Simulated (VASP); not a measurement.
# In (P-3m1) in VASP: single point with LDA

Aim: the single point of In with LDA.

Program: VASP 6.6.1. These are calculated values, not measurements. Logs are shortened: lines on timing, memory, paths and dates and some standing lists are left out, and cuts for length are marked.

### Step 1. The cell of the first run

The structure is trigonal, space group P-3m1 (No. 164). The conventional cell has a = 4.572 Å, b = 4.572 Å, c = 5.576 Å, α = 90.00°, β = 90.00°, γ = 120.00°. Within 4.3 Å of In (site symmetry -3m) lie 6 In at 3.28 Å. In (site symmetry 3m) has 6 In at 3.13 to 3.28 Å within 4.1 Å.

### Step 2. Single point, LDA

INCAR

```
ALGO = Normal
EDIFF = 1E-6
ENCUT = 520
GGA = CA
ISIF = 2
ISMEAR = 1
LASPH = True
LCHARG = False
LREAL = False
LWAVE = False
NBANDS = 26
NELM = 60
PREC = Accurate
SIGMA = 0.1
```

KPOINTS

```
k-points
0
Gamma
  6 6 4
```

POSCAR

```
In
1.0
    4.5722570000      0.0000000000      0.0000000000
   -2.2861290000      3.9596910000      0.0000000000
    0.0000000000      0.0000000000      5.5763760000
In
3
Direct
    0.0000000000      0.0000000000      0.0000000000
    0.6666666667      0.3333333333      0.3496740000
    0.3333333333      0.6666666667      0.6503260000
```

Potentials or basis: VASP PAW LDA potentials, release 64 (In_d).

The run is started by

```bash
$ cat potpaw_LDA.64/In_d/POTCAR > POTCAR
$ mpirun -np 1 vasp_std > vasp.out
```

OUTCAR:

```text
EDIFF = 1E-6
   ENCUT = 520
   GGA = CA
   ISIF = 2
   ISMEAR = 1
   LASPH = True
   LREAL = False
   NELM = 60
   PREC = Accurate

 ion  position               nearest neighbor table
   1  0.000  0.000  0.000-   2 3.28   3 3.28   2 3.28   3 3.28   2 3.28   3 3.28
   2  0.667  0.333  0.350-   3 3.13   3 3.13   3 3.13   1 3.28   1 3.28   1 3.28
   3  0.333  0.667  0.650-   2 3.13   2 3.13   2 3.13   1 3.28   1 3.28   1 3.28

  LATTYP: Found a hexagonal cell.
 ALAT       =     4.5722570000
 C/A-ratio  =     1.2196112336

  Lattice vectors:

 A1 = (   4.5722570000,   0.0000000000,   0.0000000000)
 A2 = (  -2.2861290000,   3.9596910000,   0.0000000000)
 A3 = (   0.0000000000,   0.0000000000,   5.5763760000)

Analysis of symmetry for initial positions (statically):
=====================================================================
 Subroutine PRICEL returns:
 Original cell was already a primitive cell.

 Routine SETGRP: Setting up the symmetry group for a
 hexagonal supercell.

 Subroutine GETGRP returns: Found 12 space group operations
 (whereof 12 operations were pure point group operations)
 out of a pool of 24 trial point group operations.

The static configuration has the point symmetry D_3d.

Analysis of symmetry for dynamics (positions and initial velocities):
=====================================================================
 Subroutine PRICEL returns:
 Original cell was already a primitive cell.

 Routine SETGRP: Setting up the symmetry group for a
 hexagonal supercell.

 Subroutine GETGRP returns: Found 12 space group operations
 (whereof 12 operations were pure point group operations)
 out of a pool of 24 trial point group operations.

The dynamic configuration has the point symmetry D_3d.

 Subroutine INISYM returns: Found 12 space group operations
 (whereof 12 operations are pure point group operations),
 and found     1 'primitive' translations

----------------------------------------------------------------------------------------

                                     Primitive cell

  volume of cell :     100.9588

  direct lattice vectors                    reciprocal lattice vectors
     4.572257000  0.000000000  0.000000000     0.218710366  0.126272507  0.000000000
    -2.286129000  3.959691000  0.000000000     0.000000000  0.252544959  0.000000000
[... 76 lines left out ...]
 SYSTEM =  unknown system
   PREC   = accura    normal or accurate (medium, high low for compatibility)
   ISTART =      0    job   : 0-new  1-cont  2-samecut
   ICHARG =      2    charge: 1-file 2-atom 10-const
   ISPIN  =      1    spin polarized calculation?
   LNONCOLLINEAR =      F non collinear calculations
   LSORBIT =      F    spin-orbit coupling
   LASPH  =      T    aspherical Exc in radial PAW
   ENCUT  =  520.0 eV  38.22 Ry    6.18 a.u.   8.50  8.50 10.37*2*pi/ulx,y,z
   NELM   =     60;   NELMIN=  2; NELMDL= -5     # of ELM steps
   EDIFF  = 0.1E-05   stopping-criterion for ELM
   LREAL  =      F    real-space projection
[... 7 lines left out ...]
   TEBEG  =    0.0;   TEEND  =   0.0 temperature during run
   PSTRESS=    0.0 pullay stress
   NELECT =      39.0000    total number of electrons
   NUPDOWN=      -1.0000    fix difference up-down
   EMIN   =  10.00;   EMAX   =-10.00  energy-range for DOS
   EFERMI =   0.00;   METHOD = LEGACY
   ISMEAR =     1;   SIGMA  =   0.10  broadening in eV -4-tet -1-fermi 0-gaus
   EFERMI_NEDOS =   21; number of points for ismear=-14 and -15
   IALGO  =     38    algorithm
   IMIX   =      4    mixing-type and parameters
     AMIX     =   0.40;   BMIX     =  1.00
     AMIX_MAG =   1.60;   BMIX_MAG =  1.00
  volume/ion in A,a.u.               =      33.65       227.10
  Fermi-wavevector in a.u.,A,eV,Ry     =   1.192289  2.253100 19.341419  1.421554
  Thomas-Fermi vector in A             =   2.328331
   LORBIT       =      0    0 simple, 1 ext, 2 COOP (PROOUT), +10 PAW based schemes
   GGA     = CA    functional components
   LHFCALC =     F    Hartree Fock is set to
   AEXX    =    0.0000 exact exchange contribution
   IVDW    =     0    specifies the selected vdW correction
   LEPSILON=     F    determine dielectric tensor
   LRPA    =     F    only Hartree local field effects (RPA)
 non-spin polarized calculation
 Methfessel and Paxton  Order N= 1 SIGMA  =   0.10
  energy-cutoff  :      520.00
  volume of cell :      100.96
 maximum number of plane-waves:      2775
 NGX is ok and might be reduce to    36
   NGX = 17   NGY = 17   NGZ = 21

 number of electron      38.9999989 magnetization

 Free energy of the ion-electron system (eV)
  ---------------------------------------------------
  ext. energy  EPLUGINS =         0.00000000
  ---------------------------------------------------
  free energy    TOTEN  =        -8.94553686 eV

  energy without entropy =       -8.94484496  energy(sigma->0) =       -8.94530622

 E-fermi :   4.5267     XC(G=0):  -9.2986

 val. band max:        4.5052007759   @ k =   0.0000   0.1667   0.2500
 cond. band min:       4.5716673375   @ k =   0.3333  -0.0000   0.2500
 fundamental gap:      0.0664665616
 Fermi energy:         4.5267358411

 k-point     1 :       0.0000    0.0000    0.0000
  band No.  band energies     occupation
      1     -10.0955      2.00000
      2     -10.0955      2.00000
      3      -9.8513      2.00000
      4      -9.8509      2.00000
      5      -9.8509      2.00000
      6      -9.8199      2.00000
[... 685 lines left out ...]
     25      11.1064      0.00000
     26      11.1115      0.00000

------------------------ aborting loop because EDIFF is reached ----------------------------------------

  FORCE on cell =-STRESS in cart. coord.  units (eV):
  Direction    XX          YY          ZZ          XY          YZ          ZX
  --------------------------------------------------------------------------------------
  -------------------------------------------------------------------------------------
  Total       -3.5742601     -3.5742606     -3.9482307      0.0000005     -0.0000000      0.0000000
  in kB      -56.7221596    -56.7221678    -62.6569325      0.0000072     -0.0000000      0.0000000
  external PRESSURE =     -58.7004200 kB  Pullay stress =       0.0000000 kB

 VOLUME and BASIS-vectors are now :
 -----------------------------------------------------------------------------
  energy-cutoff  :      520.00
  volume of cell :      100.96
      direct lattice vectors                 reciprocal lattice vectors
     4.572257000  0.000000000  0.000000000     0.218710366  0.126272507  0.000000000
    -2.286129000  3.959691000  0.000000000     0.000000000  0.252544959  0.000000000
     0.000000000  0.000000000  5.576376000     0.000000000  0.000000000  0.179327936

 POSITION                                       TOTAL-FORCE (eV/Angst)
 -----------------------------------------------------------------------------------
      0.00000      0.00000      0.00000        -0.000000      0.000000      0.000000
      2.28613      1.31990      1.94991         0.000000      0.000000     -0.090451
     -0.00000      2.63979      3.62646        -0.000000      0.000000      0.090451
 -----------------------------------------------------------------------------------
    total drift:                                0.000000     -0.000000     -0.000000

  FREE ENERGIE OF THE ION-ELECTRON SYSTEM (eV)
  ---------------------------------------------------
  free  energy   TOTEN  =        -8.9455368559 eV

  energy  without entropy=       -8.9448449625  energy(sigma->0) =       -8.94530622
```

OSZICAR:

```text
N       E                     dE             d eps       ncg     rms          rms(c)
DAV:   1     0.343914984987E+03    0.34391E+03   -0.18655E+04  1248   0.187E+03
DAV:   2     0.214038943639E+02   -0.32251E+03   -0.31815E+03  1248   0.426E+02
DAV:   3    -0.791618550383E+01   -0.29320E+02   -0.29099E+02  1550   0.157E+02
DAV:   4    -0.895447234851E+01   -0.10383E+01   -0.10377E+01  1464   0.342E+01
DAV:   5    -0.901356382927E+01   -0.59091E-01   -0.59089E-01  2064   0.617E+00    0.319E+00
DAV:   6    -0.895662818620E+01    0.56936E-01   -0.12249E-01  1540   0.486E+00    0.153E+00
DAV:   7    -0.894644409031E+01    0.10184E-01   -0.44847E-02  1612   0.239E+00    0.335E-01
DAV:   8    -0.894554414399E+01    0.89995E-03   -0.36723E-03  1454   0.876E-01    0.687E-02
DAV:   9    -0.894553569481E+01    0.84492E-05   -0.29073E-04  1910   0.224E-01    0.568E-02
DAV:  10    -0.894553807813E+01   -0.23833E-05   -0.39394E-05  1584   0.155E-01    0.101E-02
DAV:  11    -0.894553679658E+01    0.12815E-05   -0.76387E-06  1462   0.681E-02    0.285E-03
DAV:  12    -0.894553685593E+01   -0.59352E-07   -0.13168E-06   758   0.159E-02
   1 F= -.89455369E+01 E0= -.89453062E+01  d E =-.691893E-03
```

stdout:

```text
POSCAR found type information on POSCAR In
 POSCAR found :  1 types and       3 ions
 scaLAPACK will be used
 LDA part: xc-table for (Slater(with rela. corr.)+CA(PZ))
 , standard interpolation
 POSCAR, INCAR and KPOINTS ok, starting setup
 FFT: planning ... GRIDC
 FFT: planning ... GRID_SOFT
 FFT: planning ... GRID
 WAVECAR not read
 entering main loop
```

Wall time 36 s (1 thread of AMD EPYC 7R13 (Zen 3), shared host); peak memory 0.17 GiB.

What came out:

- Free energy: -8.9455 eV
- Pressure: -5.9 GPa
- Largest force: 0.090 eV/Å

Forces in eV/Å, atoms in the order of the input:
```
In   0.000  0.000  0.000
In   0.000  0.000 -0.090
In   0.000  0.000  0.090
```

Levels at points of the mesh, in eV from the Fermi level:
```
           k point  band 16  band 17  band 18  band 19  band 20  band 21  band 22  band 23
(0.00, 0.00, 0.00)    -8.10    -3.46    -3.17     1.98     1.98     2.20     2.20     3.16
(0.50, 0.00, 0.00)    -5.75    -5.66    -2.24    -0.40    -0.33     0.16     0.44     3.91
(0.00, 0.00, 0.50)    -7.08    -6.67     1.15     1.81     1.81     1.90     3.71     3.71
(0.50, 0.00, 0.50)    -5.25    -4.55    -4.46    -2.65     0.83     1.27     1.64     1.78
```

Caveat: spin-orbit coupling is left out, which moves the levels of the heavy elements.
